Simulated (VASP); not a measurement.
## PtS2: single point with r2SCAN

Crystal: PtS2.

```
Pt S
1.0
     3.55262    0.00000    0.00000
    -1.77631    3.07666    0.00000
     0.00000    0.00000    5.12283
Pt S
1 2
Direct
  0.00000 0.00000 0.00000
  0.33333 0.66667 0.23925
  0.66667 0.33333 0.76075
```

- Program: VASP 6.6.1
- Task: single point
- Functional: r2SCAN
- Potentials or basis: VASP PAW PBE potentials, release 64 (Pt, S)
- Cutoff: 520 eV
- k mesh: 6 × 6 × 4
- Occupations: gaussian, width 0.01 eV
- Spin: no spin polarisation
- Dipole correction: no
- Further INCAR settings: ALGO = Normal; EDIFF = 1e-07; NBANDS = 18

The pressure is 1.2 GPa, the largest force is 0.048 eV/Å and the band gap on the k mesh is 0.98 eV, indirect (least direct gap 1.59 eV).

Forces in eV/Å, atoms in the order of the input:
```
Pt   0.000  0.000  0.000
S    0.000  0.000 -0.048
S    0.000  0.000  0.048
```

Stress tensor (GPa, compression positive):
```
1.22 0.00 0.00
0.00 1.22 0.00
0.00 0.00 1.30
```

Levels at points of the mesh, in eV from the valence-band top:
| k point | band 7 | band 8 | band 9 | band 10 | band 11 | band 12 | band 13 | band 14 | band 15 | band 16 |
| --- | --- | --- | --- | --- | --- | --- | --- | --- | --- | --- |
| (0.00, 0.00, 0.00) | -3.90 | -2.08 | -1.07 | -1.07 | 0.00 | 2.29 | 2.29 | 5.22 | 6.04 | 8.57 |
| (0.50, 0.00, 0.00) | -3.24 | -3.21 | -3.20 | -3.08 | -2.48 | 1.73 | 2.75 | 5.81 | 6.98 | 8.63 |
| (0.00, 0.00, 0.50) | -3.92 | -2.63 | -1.31 | -1.31 | -1.11 | 2.82 | 2.82 | 6.05 | 7.64 | 8.24 |
| (0.50, 0.00, 0.50) | -3.22 | -3.22 | -2.80 | -2.80 | -1.46 | 1.91 | 2.42 | 5.48 | 5.92 | 8.14 |

Wall time 52 s on 1 thread of Intel(R) Xeon(R) 6975P-C (Granite Rapids), on a shared host, peak memory 0.18 GiB.

Caveat: the PAW data sets were made with another functional, which shifts forces and pressure a little; spin-orbit coupling is left out, which moves the levels of the heavy elements. A k mesh can miss the band edges.
